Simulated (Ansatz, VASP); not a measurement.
**One calculation of PbS, two programs**

POSCAR

```
PbS
1.0
    0.0000000000      3.0094750000      3.0094750000
    3.0094750000      0.0000000000      3.0094750000
    3.0094750000      3.0094750000      0.0000000000
Pb S
1 1
Direct
    0.0000000000      0.0000000000      0.0000000000
    0.5000000000      0.5000000000      0.5000000000
```

INCAR.step1

```
ALGO = Normal
EDIFF = 1E-4
ENCUT = 520
GGA = PE
ISMEAR = 0
LASPH = True
LCHARG = False
LREAL = False
LWAVE = True
NBANDS = 17
NELM = 80
PREC = Accurate
SIGMA = 0.05
```

INCAR.step2

```
ALGO = Normal
EDIFF = 1E-6
ENCUT = 520
ISIF = 2
ISMEAR = 0
ISTART = 1
LASPH = True
LCHARG = False
LMIXTAU = True
LREAL = False
LWAVE = False
METAGGA = R2SCAN
NBANDS = 17
NELM = 80
PREC = Accurate
SIGMA = 0.05
```

The input KPOINTS:

```
k-points
0
Gamma
  8 8 8
```

Input for Ansatz:

```yaml
crystal:
  lattice:
    - [0.0, 3.009475, 3.009475]
    - [3.009475, 0.0, 3.009475]
    - [3.009475, 3.009475, 0.0]
  atoms:
    - { symbol: Pb, position: [0.0, 0.0, 0.0] }
    - { symbol: S, position: [0.5, 0.5, 0.5] }
basis:
  ecutwfc: 500
kpoints:
  mp_grid: { grid: [8, 8, 8] }
hamiltonian:
  xc: r2scan
scf:
  occupations: { method: gaussian, width: 0.05 }
output:
  forces: true
  stress: true
  eigenvalues: true
```

Change from the starting cell: strain +0.015 along x and y, +0.015 along z, atoms carried along.

Alike in both runs: task single point; functional r2SCAN; k mesh 8 × 8 × 8; occupations gaussian, width 0.05 eV; no spin polarisation.

```csv
,VASP,Ansatz
version,VASP 6.6.1,Ansatz 0.2.0
potentials or method,"VASP PAW PBE potentials, release 64 (Pb_d, S), cutoff 520 eV","scalar-relativistic, plane waves, PAW"
valence electrons in the cell,20,20
```

|  | VASP | Ansatz | Ansatz less VASP |
| --- | --- | --- | --- |
| gap on the k mesh at the Fermi level (eV) | 0.78 | 0.77 | -0.009 |
| least direct gap on the mesh (eV) | 0.78 | 0.77 | -0.009 |
| pressure (GPa) | -1.3 | -1.2 | +0.02 |

VASP's potentials were made for PBE, not for r2SCAN. With one functional, cell and mesh, what is left measures potentials, basis and numerics.

Spin-orbit coupling is off throughout.
